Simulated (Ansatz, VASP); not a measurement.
**NaH in VASP and in Ansatz**

```
CELL_PARAMETERS angstrom
2.95512 0.00000 0.00000
0.00000 2.95512 0.00000
0.00000 0.00000 3.00684
ATOMIC_POSITIONS crystal
Na 0.00000 0.00000 0.00000
H 0.50000 0.50000 0.50000
```

Change from the starting cell: strain +0.0175 x Voigt [0, 0, 1, 0, 0, 0], atoms carried along.

Alike in both runs: task single point; functional LDA; k mesh 12 × 12 × 12; occupations gaussian, width 0.05 eV; no spin polarisation.

|  | VASP | Ansatz |
| --- | --- | --- |
| version | VASP 6.6.1 | Ansatz 0.2.0 |
| potentials or method | VASP PAW LDA potentials, release 64 (Na_pv, H), cutoff 520 eV | scalar-relativistic, plane waves, PAW |
| valence electrons in the cell | 8 | 10 |

|  | VASP | Ansatz | Ansatz less VASP |
| --- | --- | --- | --- |
| gap on the k mesh at the Fermi level (eV) | 0.48 | 0.48 | +0.002 |
| least direct gap on the mesh (eV) | 4.06 | 4.07 | +0.003 |
| pressure (GPa) | -2.4 | -2.4 | +0.06 |
| traceless stress, the component that is largest in VASP (GPa) | -1.25 | -1.26 | -0.001 |

LDA's correlation is that of Perdew and Zunger in VASP and of Perdew and Wang (1992) in Ansatz. VASP's potentials hold 8 valence electrons a cell and Ansatz's 10, so a difference there can come from the potentials and not from the codes.
